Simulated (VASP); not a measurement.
Write the native input for VASP 6.6.1 that does the following.

| Quantity | Value |
| --- | --- |
| Task | single point |
| Functional | PBE |
| Potentials or basis | VASP PAW PBE potentials, release 64 (Co, O) |
| Cutoff | 520 eV |
| k mesh | 5 × 10 × 10 |
| Occupations | fermi-dirac, width 0.05 eV |
| Spin | collinear spin, antiferromagnetic start |
| Starting moments | [3.0, -3.0, 0.0, 0.0] μB |
| Hubbard terms | Co d U = 3.3 eV |
| Dipole correction | no |
| Further INCAR settings | ALGO = Normal; EDIFF = 1e-06; NBANDS = 27 |

The structure of CoO lies in POSCAR:

```
CoO
1.0
   -3.0160000000      3.0160000000      4.2144950800
    1.5080000000     -1.5080000000      2.1072475400
    1.5080000000      1.5080000000     -2.1072475400
Co O
2 2
Direct
    0.0000000000      0.0000000000      0.0000000000
    0.5000000000      0.0000000000      0.0000000000
    0.2500000000      0.5000000000      0.0000000000
    0.7500000000      0.5000000000      0.0000000000
```

These files were run (other wordings do the same):

INCAR

```
SYSTEM = CoO
  ALGO = Normal
  EDIFF = 1E-6
  ENCUT = 520
  GGA = PE
  ISIF = 2
  ISMEAR = -1
  ISPIN = 2
  LASPH = .TRUE.
  LCHARG = .FALSE.
  LDAU = .TRUE.
  LDAUJ = 0 0
  LDAUL = 2 -1
  LDAUPRINT = 1
  LDAUTYPE = 2
  LDAUU = 3.3 0
  LMAXMIX = 4
  LORBIT = 11
  LREAL = .FALSE.
  LWAVE = .FALSE.
  MAGMOM = 3 -3 0 0
  NBANDS = 27
  NELM = 150
  PREC = Accurate
  SIGMA = 0.05
```

KPOINTS

```
k-points
0
G
  5 10 10
  0 0 0
```

Potentials or basis: VASP PAW PBE potentials, release 64 (Co, O).

Launch:

```console
$ cat potpaw_PBE.64/Co/POTCAR potpaw_PBE.64/O/POTCAR > POTCAR
$ mpirun -np 1 vasp_std > vasp.out
```

Results of the run:

```json
{"Pressure": "4.3 GPa", "Band gap on the k mesh": "2.40 eV", "Net moment": "0.00 μB per cell", "Site moments": "Co +2.65, -2.65; O +0.00 μB", "Valence electrons inside the program's atomic spheres": "Co 7.83; O 5.01"}
```

Caveat: the cell stands under pressure; an odd mesh through Γ misses points on the zone boundary, where band edges can lie.

Wall time 4.5 min on 1 thread of AMD EPYC 9R45 96-Core Processor (Zen 5), with other jobs on the host, peak memory 0.31 GiB.
